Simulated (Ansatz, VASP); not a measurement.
AlN in VASP and in Ansatz

```
Al N
1.0
     3.06707    0.00000    0.00000
    -1.53354    2.65616    0.00000
     0.00000    0.00000    5.02826
Al N
2 2
Direct
  0.33333 0.66667 0.00222
  0.66667 0.33333 0.50222
  0.33333 0.66667 0.37978
  0.66667 0.33333 0.87978
```

Change from the starting cell: strained cell.

Alike in both runs: functional PBEsol; k mesh 9 × 9 × 4; occupations gaussian, width 0.02 eV; no spin polarisation.

Ansatz relaxed the structure, and its values are those at the end. VASP's run is a single point on that final structure, the one shown.

|  | VASP | Ansatz |
| --- | --- | --- |
| version | VASP 6.6.1 | Ansatz 0.2.0 |
| potentials or method | VASP PAW PBE potentials, release 64 (Al, N), cutoff 600 eV | scalar-relativistic, plane waves, PAW |
| valence electrons in the cell | 16 | 16 |

```tsv
	VASP	Ansatz	Ansatz less VASP
gap on the k mesh at the Fermi level (eV)	4.42	4.40	-0.016
least direct gap on the mesh (eV)	4.42	4.40	-0.016
pressure (GPa)	4.6	4.7	+0.15
```

VASP's potentials were made for PBE, not for PBEsol. With one functional, cell and mesh, what is left measures potentials, basis and numerics. Ansatz's warnings: stress scf threshold loose.
